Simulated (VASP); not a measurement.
Crystal: BN.

```
B N
1.0
     2.50058    0.00000    0.00000
    -1.25029    2.29355    0.00000
     0.00000    0.00000    6.52364
B N
2 2
Direct
  0.32423 0.64845 0.25000
  0.67577 0.35155 0.75000
  0.34425 0.68850 0.75000
  0.65575 0.31150 0.25000
```

This cell differs from its parent crystal: uniaxial y strain +5.9%.

Base run:

- Program: VASP 6.6.1
- Functional: r2SCAN
- Potentials or basis: VASP PAW PBE potentials, release 64 (B, N)
- Cutoff: 520 eV
- k mesh: 12 × 12 × 4
- Occupations: gaussian, width 0.01 eV
- Spin: no spin polarisation

Its results: band gap on the k mesh 4.47 eV, indirect (least direct gap 4.92 eV); pressure -17.8 GPa; largest force 0.005 eV/Å.

Q: The run is repeated on the same cell with these changes: functional from r2SCAN to PBE; occupations from gaussian, width 0.01 eV to fermi-dirac, width 0.02 eV. What comes out?

A: Band gap on the k mesh 3.90 eV, indirect (least direct gap 4.32 eV); pressure -14.0 GPa; largest force 0.045 eV/Å.

Caveats: the PAW data sets were made with another functional, which shifts forces and pressure a little (some runs); this functional lacks dispersion, which binds the layers, so the pressure and a relaxed spacing across them are unreliable (some runs).

A k mesh can miss the band edges.
